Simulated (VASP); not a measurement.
Write the native input for VASP 6.6.1 that does the following.

```yaml
Task: single point
Functional: r2SCAN
Potentials_or_basis: VASP PAW PBE potentials, release 64 (B)
Cutoff: 520 eV
k_mesh: 30 × 30 × 14
Occupations: gaussian, width 0.15 eV
Spin: no spin polarisation
Dipole_correction: no
Further_INCAR_settings: ALGO = Normal; EDIFF = 1e-06; NBANDS = 8
```

The system is B.

```xyz
1
Lattice="1.6514 0.0000 0.0000 -0.8257 1.4301 0.0000 0.0000 0.0000 3.5264" Properties=species:S:1:pos:R:3 pbc="T T T"
B     0.0000    0.0000    0.0000
```

This cell differs from its parent crystal: strain -0.030 along x and y, -0.030 along z.

These files were run (other wordings do the same):

POSCAR

```
B
1.0
    1.6513605685      0.0000000000      0.0000000000
   -0.8256802843      1.4301202032      0.0000000000
    0.0000000000      0.0000000000      3.5263601645
B
1
Direct
    0.0000000000      0.0000000000      0.0000000000
```

INCAR.step1

```
  ALGO = Normal
  EDIFF = 1E-4
  ENCUT = 520
  GGA = PE
  ISMEAR = 0
  LASPH = True
  LCHARG = False
  LREAL = False
  LWAVE = True
  NBANDS = 8
  NELM = 80
  PREC = Accurate
  SIGMA = 0.15
```

INCAR.step2

```
  ALGO = Normal
  EDIFF = 1E-6
  ENCUT = 520
  ISIF = 2
  ISMEAR = 0
  ISTART = 1
  LASPH = True
  LCHARG = False
  LMIXTAU = True
  LREAL = False
  LWAVE = False
  METAGGA = R2SCAN
  NBANDS = 8
  NELM = 80
  PREC = Accurate
  SIGMA = 0.15
```

KPOINTS

```
k-points
0
Gamma
  30 30 14
```

Potentials or basis: VASP PAW PBE potentials, release 64 (B).

The run is started by

```console
$ cat potpaw_PBE.64/B/POTCAR > POTCAR
$ cp INCAR.step1 INCAR
$ mpirun -np 1 vasp_std > vasp.out
$ cp INCAR.step2 INCAR
$ mpirun -np 1 vasp_std > vasp.out
```

Results of the run:

```
Pressure : 21.8 GPa
```

Caveat: the cell differs from its parent crystal (strain -0.030 along x and y, -0.030 along z); the PAW data sets were made with another functional, which shifts forces and pressure a little.

It took 61 s on 1 thread of Intel(R) Xeon(R) Platinum 8488C (Sapphire Rapids), with other jobs on the host, peak memory 0.14 GiB.
